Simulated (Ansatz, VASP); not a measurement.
CsSnI3 in VASP and in Ansatz

INCAR

```
SYSTEM = CsSnI3
PREC     = Accurate       ! precision mode
ENCUT    = 520            ! plane-wave cutoff, eV
EDIFF    = 1E-6           ! SCF threshold, eV
ISMEAR   = 0              ! smearing method
SIGMA    = 0.03           ! smearing width, eV
LREAL    = .FALSE.        ! projectors in reciprocal space
LASPH    = .TRUE.         ! aspherical terms in the spheres
NELM     = 60             ! most SCF steps
ALGO     = Normal         ! electronic algorithm
ISIF     = 2              ! what is computed and relaxed
LWAVE    = .FALSE.        ! write WAVECAR
LCHARG   = .FALSE.        ! write CHGCAR
GGA      = PE             ! functional
NBANDS   = 30             ! bands
```

The input KPOINTS:

```
regular mesh
0
G
  6 6 6
  0 0 0
```

POSCAR

```
CsSnI3
1.0
    6.3918710000      0.0000000000      0.0000000000
    0.0000000000      6.3918710000      0.0000000000
    0.0000000000      0.0000000000      6.3918710000
Cs Sn I
1 1 3
Direct
    0.0000000000      0.0000000000      0.0000000000
    0.5000000000      0.5000000000      0.5000000000
    0.0000000000      0.5000000000      0.5000000000
    0.5000000000      0.0000000000      0.5000000000
    0.5000000000      0.5000000000      0.0000000000
```

Input for Ansatz:

```yaml
crystal:
  lattice:
    - [6.391871, 0.0, 0.0]
    - [0.0, 6.391871, 0.0]
    - [0.0, 0.0, 6.391871]
  atoms:
    - { symbol: Cs, position: [0.0, 0.0, 0.0] }
    - { symbol: Sn, position: [0.5, 0.5, 0.5] }
    - { symbol: I, position: [0.0, 0.5, 0.5] }
    - { symbol: I, position: [0.5, 0.0, 0.5] }
    - { symbol: I, position: [0.5, 0.5, 0.0] }
basis:
  ecutwfc: 420
kpoints:
  mp_grid: { grid: [6, 6, 6] }
hamiltonian:
  xc: pbe
scf:
  occupations: { method: gaussian, width: 0.03 }
output:
  forces: true
  stress: true
  eigenvalues: true
  write_density: true
  write_potential: true
  elf: true
  volumetric_format: npy
```

Change from the starting cell: strain +0.030 along x and y, +0.030 along z, atoms carried along.

Alike in both runs: task single point; functional PBE; k mesh 6 × 6 × 6; occupations gaussian, width 0.03 eV; no spin polarisation.

|  | VASP | Ansatz |
| --- | --- | --- |
| version | VASP 6.6.1 | Ansatz 0.2.0 |
| potentials or method | VASP PAW PBE potentials, release 64 (Cs_sv, Sn_d, I), cutoff 520 eV | scalar-relativistic, plane waves, PAW |
| valence electrons in the cell | 44 | 74 |

Ansatz gave:

* gap on the k mesh at the Fermi level (eV): 0.68
* least direct gap on the mesh (eV): 0.68
* pressure (GPa): -0.7

Question: Estimate VASP's values.

Answer: gap on the k mesh at the Fermi level (eV): 0.67; least direct gap on the mesh (eV): 0.67; pressure (GPa): -0.7.

VASP's potentials hold 44 valence electrons a cell and Ansatz's 74, so a difference there can come from the potentials and not from the codes.

Spin-orbit coupling is off throughout.
